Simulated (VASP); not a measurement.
Hf, 2 atoms in the cell. The typed cell holds 2 atoms: a = 5.357 Å, b = 5.357 Å, c = 3.123 Å, α = 98.18°, β = 98.18°, γ = 146.57°. 

* Program: VASP 6.6.1
* Task: single point
* Functional: PBEsol
* Potentials or basis: VASP PAW PBE potentials, release 64 (Hf_pv)
* Cutoff: 520 eV
* k mesh: 12 × 12 × 8
* Occupations: fermi-dirac, width 0.1 eV
* Spin: no spin polarisation
* Dipole correction: no
* Further INCAR settings: ALGO = Normal; EDIFF = 1e-06; NBANDS = 17; ISYM = 0

Potentials or basis: VASP PAW PBE potentials, release 64 (Hf_pv).

Run with:

```sh
$ cat potpaw_PBE.64/Hf_pv/POTCAR > POTCAR
$ mpirun -np 1 vasp_std > vasp.out
```

Hardware: 1 thread of Oxide Virtual Turin-like Processor, with other jobs on the host.

Question: How long does it take, and how much memory?

Answer: Wall time 9 min on 1 thread of Oxide Virtual Turin-like Processor, on a shared host, peak memory 0.43 GiB. Counts: scf iterations 12, k points 580.
